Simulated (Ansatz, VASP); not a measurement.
**Two plane-wave programs on Ta**

File INCAR:

```
PREC = Accurate ; ENCUT = 500
EDIFF = 1E-6 ; ISMEAR = -1
SIGMA = 1.0 ; LREAL = F
LASPH = T ; NELM = 120
ALGO = Normal ; ISIF = 2
LWAVE = F ; LCHARG = F
GGA = CA ; NBANDS = 12
GGA_COMPAT = F
```

KPOINTS

```
Automatic mesh
0
Gamma
  14 14 14
```

File POSCAR:

```
Ta
1.0
   -1.6276710318      1.6276710318      1.6276710318
    1.6276710318     -1.6276710318      1.6276710318
    1.6276710318      1.6276710318     -1.6276710318
Ta
1
Direct
    0.0000000000      0.0000000000      0.0000000000
```

Input for Ansatz:

```yaml
crystal:
  lattice:
    - [-1.6276710318, 1.6276710318, 1.6276710318]
    - [1.6276710318, -1.6276710318, 1.6276710318]
    - [1.6276710318, 1.6276710318, -1.6276710318]
  atoms:
    - { symbol: Ta, position: [0.0, 0.0, 0.0] }
hamiltonian:
  xc: lda
  pseudopotentials:
    kind: paw
    azcp:
      Ta: "pseudopotentials/Ta.paw.azcp"
basis:
  ecutwfc: 420
  fft_grid_basis: typed
kpoints:
  mp_grid: { grid: [14, 14, 14], shift: [0, 0, 0] }
magnetization:
  spin_polarized: false
scf:
  occupations: { method: fermi_dirac, width: 1.0 }
  lower_state_search: "off"
output:
  stress: true
```

Alike in both runs: task single point; functional LDA; k mesh 14 × 14 × 14; occupations fermi-dirac, width 1 eV; no spin polarisation.

```csv
,VASP,Ansatz
version,VASP 6.6.1,Ansatz 0.2.0
potentials or method,"VASP PAW LDA potentials, release 64 (Ta_sv_GW), cutoff 500 eV","plane waves (420 eV) with PAW, scalar-relativistic"
valence electrons in the cell,13,13
```

Ansatz gave:

| Item | Value |
| --- | --- |
| pressure (GPa) | 14.0 |

Q: What did VASP give for the same quantities?

A: Pressure (GPa): 13.3.

Ansatz warns that its potentials were made for another functional, while VASP's fit it. LDA's correlation is that of Perdew and Zunger in VASP and of Perdew and Wang (1992) in Ansatz.

Spin-orbit coupling is off throughout.
